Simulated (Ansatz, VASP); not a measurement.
# TiAl in VASP and in Ansatz

```
Ti Al
1.0
     2.82843    0.00000    0.00000
     0.00000    2.82843    0.00000
     0.00000    0.00000    4.07000
Ti Al
1 1
Direct
  0.00000 0.00000 0.00000
  0.50000 0.50000 0.50000
```

Alike in both runs: task relaxation of cell and atoms; functional LDA; k mesh 20 × 20 × 14; occupations gaussian, width 0.1 eV; no spin polarisation.

```csv
,VASP,Ansatz
version,VASP 6.6.1,Ansatz 0.2.0
potentials or method,"VASP PAW LDA potentials, release 64 (Ti_sv, Al)","scalar-relativistic, plane waves, PAW"
plane-wave cutoff (eV),600,420
valence electrons in the cell,15,15
```

Ansatz gave:

```
gap on the k mesh at the Fermi level, each at its own relaxed structure (eV) : none
relaxed volume (Å³/atom)                                                     : 15.30
relaxed cell length with the largest relative difference (Å)                 : 4.002
```

Problem. Estimate VASP's values.

Solution. gap on the k mesh at the Fermi level, each at its own relaxed structure (eV): none; relaxed volume (Å³/atom): 15.32; relaxed cell length with the largest relative difference (Å): 4.006.

LDA's correlation is that of Perdew and Zunger in VASP and of Perdew and Wang (1992) in Ansatz. A gap of «none» marks a metal or a gap that the smearing closes.
